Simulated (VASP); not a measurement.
# Cs2YPbF6 (Fm-3m) in VASP: single point with r2SCAN

Aim: the single point of Cs2YPbF6 with r2SCAN.

Program: VASP 6.6.1. These are calculated values, not measurements. Logs are shortened: lines on timing, memory, paths and dates and some standing lists are left out, and cuts for length are marked.

**1. The cell of the first run**

Symmetry: Fm-3m, No. 225, cubic system. Conventional cell: a = 9.425 Å, b = 9.425 Å, c = 9.425 Å, α = 90.00°, β = 90.00°, γ = 90.00°. F (site symmetry 4mm) has 1 Y at 2.12 Å and 1 Pb at 2.59 Å within 2.8 Å. Pb (site symmetry m-3m) has 6 F at 2.59 Å within 3.4 Å. Y (site symmetry m-3m) has 6 F at 2.12 Å within 2.8 Å. Within 4.4 Å of Cs (site symmetry -43m) lie 12 F at 3.34 Å and 4 Pb at 4.08 Å and 4 Y at 4.08 Å.

**2. Single point, r2SCAN**

File POSCAR:

```
Cs2YPbF6
1.0
    0.0000000000      4.7126310000      4.7126310000
    4.7126310000      0.0000000000      4.7126310000
    4.7126310000      4.7126310000      0.0000000000
F Pb Y Cs
6 1 1 2
Direct
    0.7750000000      0.2250000000      0.2250000000
    0.2250000000      0.7750000000      0.2250000000
    0.2250000000      0.7750000000      0.7750000000
    0.7750000000      0.2250000000      0.7750000000
    0.2250000000      0.2250000000      0.7750000000
    0.7750000000      0.7750000000      0.2250000000
    0.5000000000      0.5000000000      0.5000000000
    0.0000000000      0.0000000000      0.0000000000
    0.2500000000      0.2500000000      0.2500000000
    0.7500000000      0.7500000000      0.7500000000
```

File INCAR.step1:

```
SYSTEM = Cs2YPbF6
ALGO     = Normal         ! electronic algorithm
EDIFF    = 1E-4           ! SCF threshold, eV
ENCUT    = 520            ! plane-wave cutoff, eV
GGA      = PE             ! functional
ISMEAR   = -1             ! smearing method
LASPH    = .TRUE.         ! aspherical terms in the spheres
LCHARG   = .FALSE.        ! write CHGCAR
LREAL    = .FALSE.        ! projectors in reciprocal space
LWAVE    = .TRUE.         ! write WAVECAR
NBANDS   = 54             ! bands
NELM     = 100            ! most SCF steps
PREC     = Accurate       ! precision mode
SIGMA    = 0.1            ! smearing width, eV
```

File INCAR.step2:

```
SYSTEM = Cs2YPbF6
ALGO     = Normal         ! electronic algorithm
EDIFF    = 1E-6           ! SCF threshold, eV
ENCUT    = 520            ! plane-wave cutoff, eV
ISIF     = 2              ! what is computed and relaxed
ISMEAR   = -1             ! smearing method
ISTART   = 1            
LASPH    = .TRUE.         ! aspherical terms in the spheres
LCHARG   = .FALSE.        ! write CHGCAR
LMIXTAU  = .TRUE.       
LREAL    = .FALSE.        ! projectors in reciprocal space
LWAVE    = .FALSE.        ! write WAVECAR
METAGGA  = R2SCAN         ! meta-GGA
NBANDS   = 54             ! bands
NELM     = 100            ! most SCF steps
PREC     = Accurate       ! precision mode
SIGMA    = 0.1            ! smearing width, eV
```

File KPOINTS:

```
k-points
0
G
  6 6 6
  0 0 0
```

Potentials or basis: VASP PAW PBE potentials, release 64 (F, Pb_d, Y_sv, Cs_sv).

Started as:

```console
cat potpaw_PBE.64/F/POTCAR potpaw_PBE.64/Pb_d/POTCAR potpaw_PBE.64/Y_sv/POTCAR potpaw_PBE.64/Cs_sv/POTCAR > POTCAR
cp INCAR.step1 INCAR
mpirun -np 1 vasp_std > vasp.out
cp INCAR.step2 INCAR
mpirun -np 1 vasp_std > vasp.out
```

OUTCAR:

```text
SYSTEM = Cs2YPbF6
   EDIFF = 1E-6
   ENCUT = 520
   ISIF = 2
   ISMEAR = -1
   ISTART = 1
   LASPH = .TRUE.
   LREAL = .FALSE.
   METAGGA = R2SCAN
   NELM = 100
   PREC = Accurate

 ion  position               nearest neighbor table
   1  0.775  0.225  0.225-   8 2.12   7 2.59
   2  0.225  0.775  0.225-   8 2.12   7 2.59
   3  0.225  0.775  0.775-   8 2.12   7 2.59
   4  0.775  0.225  0.775-   8 2.12   7 2.59
   5  0.225  0.225  0.775-   8 2.12   7 2.59
   6  0.775  0.775  0.225-   8 2.12   7 2.59
   7  0.500  0.500  0.500-   1 2.59   2 2.59   3 2.59   4 2.59   5 2.59   6 2.59
   8  0.000  0.000  0.000-   1 2.12   2 2.12   3 2.12   4 2.12   5 2.12   6 2.12
   9  0.250  0.250  0.250-
  10  0.750  0.750  0.750-

  LATTYP: Found a face centered cubic cell.
 ALAT       =     9.4252620000

  Lattice vectors:

 A1 = (   0.0000000000,   4.7126310000,   4.7126310000)
 A2 = (   4.7126310000,   0.0000000000,   4.7126310000)
 A3 = (   4.7126310000,   4.7126310000,   0.0000000000)

Analysis of symmetry for initial positions (statically):
=====================================================================
 Subroutine PRICEL returns:
 Original cell was already a primitive cell.

 Routine SETGRP: Setting up the symmetry group for a
 face centered cubic supercell.

 Subroutine GETGRP returns: Found 48 space group operations
 (whereof 48 operations were pure point group operations)
 out of a pool of 48 trial point group operations.

The static configuration has the point symmetry O_h .

Analysis of symmetry for dynamics (positions and initial velocities):
=====================================================================
 Subroutine PRICEL returns:
 Original cell was already a primitive cell.

 Routine SETGRP: Setting up the symmetry group for a
 face centered cubic supercell.

 Subroutine GETGRP returns: Found 48 space group operations
 (whereof 48 operations were pure point group operations)
 out of a pool of 48 trial point group operations.

The dynamic configuration has the point symmetry O_h .

 Subroutine INISYM returns: Found 48 space group operations
 (whereof 48 operations are pure point group operations),
 and found     1 'primitive' translations

----------------------------------------------------------------------------------------
[... 105 lines left out ...]
   NFREE  =      0    steps in history (QN), initial steepest desc. (CG)
   ISIF   =      2    stress and relaxation
   ISYM   =      2    0-nonsym 1-usesym 2-fastsym
   POTIM  = 0.5000    time-step for ionic-motion
   TEBEG  =    0.0;   TEEND  =   0.0 temperature during run
   PSTRESS=    0.0 pullay stress
   NELECT =      85.0000    total number of electrons
   NUPDOWN=      -1.0000    fix difference up-down
   EMIN   =  10.00;   EMAX   =-10.00  energy-range for DOS
   EFERMI =   0.00;   METHOD = LEGACY
   ISMEAR =    -1;   SIGMA  =   0.10  broadening in eV -4-tet -1-fermi 0-gaus
   EFERMI_NEDOS =   21; number of points for ismear=-14 and -15
   IALGO  =     38    algorithm
   IMIX   =      4    mixing-type and parameters
     AMIX     =   0.40;   BMIX     =  1.00
     AMIX_MAG =   1.60;   BMIX_MAG =  1.00
  volume/ion in A,a.u.               =      20.93       141.26
  Fermi-wavevector in a.u.,A,eV,Ry     =   1.212293  2.290902 19.995871  1.469655
  Thomas-Fermi vector in A             =   2.347782
   LORBIT       =      0    0 simple, 1 ext, 2 COOP (PROOUT), +10 PAW based schemes
   METAGGA = R2SCAN    functional components
   LHFCALC =     F    Hartree Fock is set to
   AEXX    =    0.0000 exact exchange contribution
   IVDW    =     0    specifies the selected vdW correction
   LEPSILON=     F    determine dielectric tensor
   LRPA    =     F    only Hartree local field effects (RPA)
 non-spin polarized calculation
  energy-cutoff  :      520.00
  volume of cell :      209.32
 maximum number of plane-waves:      5677
 NGX is ok and might be reduce to    50
   NGX = 25   NGY = 25   NGZ = 25

 number of electron      84.9999969 magnetization

 Free energy of the ion-electron system (eV)
  ---------------------------------------------------
  ext. energy  EPLUGINS =         0.00000000
  ---------------------------------------------------
  free energy    TOTEN  =      -176.29643064 eV

  energy without entropy =     -176.11073339  energy(sigma->0) =     -176.20358202

 E-fermi :   5.0234     XC(G=0):  -9.4015

 val. band max:        5.0173502755   @ k =   0.3333   0.0000   0.0000
 cond. band min:       5.0251599655   @ k =   0.1667   0.0000   0.0000
 fundamental gap:      0.0078096900
 Fermi energy:         5.0234203171

 k-point     1 :       0.0000    0.0000    0.0000
  band No.  band energies     occupation
      1     -40.5474      2.00000
      2     -23.2831      2.00000
      3     -23.2830      2.00000
      4     -23.2830      2.00000
      5     -22.6148      2.00000
      6     -22.5771      2.00000
[... 901 lines left out ...]
     53       8.9008      0.00000
     54       9.0380      0.00000

------------------------ aborting loop because EDIFF is reached ----------------------------------------

  FORCE on cell =-STRESS in cart. coord.  units (eV):
  Direction    XX          YY          ZZ          XY          YZ          ZX
  --------------------------------------------------------------------------------------
  -------------------------------------------------------------------------------------
  Total        4.9548467      4.9548467      4.9548467      0.0000000      0.0000000     -0.0000000
  in kB       37.9245556     37.9245556     37.9245556      0.0000000      0.0000000     -0.0000000
  external PRESSURE =      37.9245556 kB  Pullay stress =       0.0000000 kB

 VOLUME and BASIS-vectors are now :
 -----------------------------------------------------------------------------
  energy-cutoff  :      520.00
  volume of cell :      209.32
      direct lattice vectors                 reciprocal lattice vectors
     0.000000000  4.712631000  4.712631000    -0.106097846  0.106097846  0.106097846
     4.712631000  0.000000000  4.712631000     0.106097846 -0.106097846  0.106097846
     4.712631000  4.712631000  0.000000000     0.106097846  0.106097846 -0.106097846

 POSITION                                       TOTAL-FORCE (eV/Angst)
 -----------------------------------------------------------------------------------
      2.12068      4.71263      4.71263         0.594801      0.000000     -0.000000
      4.71263      2.12068      4.71263         0.000000      0.594801     -0.000000
      7.30458      4.71263      4.71263        -0.594801      0.000000     -0.000000
      4.71263      7.30458      4.71263         0.000000     -0.594801     -0.000000
      4.71263      4.71263      2.12068         0.000000      0.000000      0.594801
      4.71263      4.71263      7.30458         0.000000      0.000000     -0.594801
      4.71263      4.71263      4.71263         0.000000      0.000000     -0.000000
      0.00000      0.00000      0.00000         0.000000      0.000000     -0.000000
      2.35632      2.35632      2.35632         0.000000      0.000000     -0.000000
      7.06895      7.06895      7.06895         0.000000     -0.000000     -0.000000
 -----------------------------------------------------------------------------------
    total drift:                               -0.000000      0.000000      0.000000

  FREE ENERGIE OF THE ION-ELECTRON SYSTEM (eV)
  ---------------------------------------------------
  free  energy   TOTEN  =      -176.2964306426 eV

  energy  without entropy=     -176.1107333936  energy(sigma->0) =     -176.20358202
```

OUTCAR.step1:

```text
SYSTEM = Cs2YPbF6
   EDIFF = 1E-4
   ENCUT = 520
   GGA = PE
   ISMEAR = -1
   LASPH = .TRUE.
   LREAL = .FALSE.
   NELM = 100
[... 1151 lines left out ...]
      0.00000      0.00000      0.00000        -0.000000      0.000000     -0.000000
      2.35632      2.35632      2.35632        -0.000000     -0.000000     -0.000000
      7.06895      7.06895      7.06895        -0.000000      0.000000      0.000000
 -----------------------------------------------------------------------------------
    total drift:                               -0.000000      0.000000      0.000000

  FREE ENERGIE OF THE ION-ELECTRON SYSTEM (eV)
  ---------------------------------------------------
  free  energy   TOTEN  =       -51.4171457470 eV

  energy  without entropy=      -51.2375702045  energy(sigma->0) =      -51.32735798
```

Run time: 20 min. Hardware: 1 thread of AMD EPYC 7R43 (Zen 3), shared host; peak memory 0.44 GiB.

What came out:

```yaml
Free_energy: -176.2964 eV
Pressure: 3.8 GPa
Largest_force: 0.595 eV/Å
Band_gap_on_the_k_mesh: zero (an odd number of electrons rules out a gap without spin polarisation)
```

Forces in eV/Å, atoms in the order of the input:
```
F    0.595  0.000  0.000
F    0.000  0.595  0.000
F   -0.595  0.000  0.000
F    0.000 -0.595  0.000
F    0.000  0.000  0.595
F    0.000  0.000 -0.595
Pb   0.000  0.000  0.000
Y    0.000  0.000  0.000
Cs   0.000  0.000  0.000
Cs   0.000  0.000  0.000
```

Levels at points of the mesh, in eV from the Fermi level:
| k point | band 38 | band 39 | band 40 | band 41 | band 42 | band 43 | band 44 | band 45 | band 46 | band 47 |
| --- | --- | --- | --- | --- | --- | --- | --- | --- | --- | --- |
| (0.00, 0.00, 0.00) | -7.54 | -7.30 | -7.30 | -7.30 | -6.73 | 0.11 | 0.11 | 0.11 | 1.28 | 1.59 |
| (0.50, 0.00, 0.00) | -7.49 | -7.41 | -7.41 | -7.39 | -6.00 | 0.05 | 0.15 | 0.15 | 2.69 | 2.74 |
| (0.50, 0.50, 0.00) | -7.59 | -7.46 | -7.46 | -7.31 | -6.89 | 0.13 | 0.65 | 0.65 | 2.29 | 2.62 |

Caveat: the cell stands under pressure; the PAW data sets were made with another functional, which shifts forces and pressure a little; spin-orbit coupling is left out, which moves the levels of the heavy elements; an odd number of electrons without spin polarisation forces a metal; a magnetic or distorted state may lie lower.
